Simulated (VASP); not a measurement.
GeW (rocksalt type), 2 atoms in the cell. It takes space group Fm-3m (No. 225, cubic). Conventional cell: a = 4.096 Å, b = 4.096 Å, c = 4.096 Å, α = 90.00°, β = 90.00°, γ = 90.00°. Within 2.7 Å of W (site symmetry m-3m) lie 6 Ge at 2.05 Å. Within 2.7 Å of Ge (site symmetry m-3m) lie 6 W at 2.05 Å. 

* Program: VASP 6.6.1
* Task: single point
* Functional: PBE
* Potentials or basis: VASP PAW PBE potentials, release 64 (W_sv, Ge_d)
* Cutoff: 520 eV
* k mesh: 16 × 16 × 16
* Occupations: fermi-dirac, width 0.05 eV
* Spin: no spin polarisation
* Dipole correction: no
* Further INCAR settings: ALGO = Normal; EDIFF = 1e-06; NBANDS = 21

Potentials or basis: VASP PAW PBE potentials, release 64 (W_sv, Ge_d).

Command:

```sh
$ cat potpaw_PBE.64/W_sv/POTCAR potpaw_PBE.64/Ge_d/POTCAR > POTCAR
$ mpirun -np 1 vasp_std > vasp.out
```

Hardware: 1 thread of Intel(R) Xeon(R) Platinum 8375C CPU @ 2.90GHz (Ice Lake) (shared host).

Task: How long does it take, and how much memory?

Result: Wall time 30 s on 1 thread of Intel(R) Xeon(R) Platinum 8375C CPU @ 2.90GHz (Ice Lake), with other jobs on the host, peak memory 0.18 GiB. Counts: scf iterations 12, k points 145.
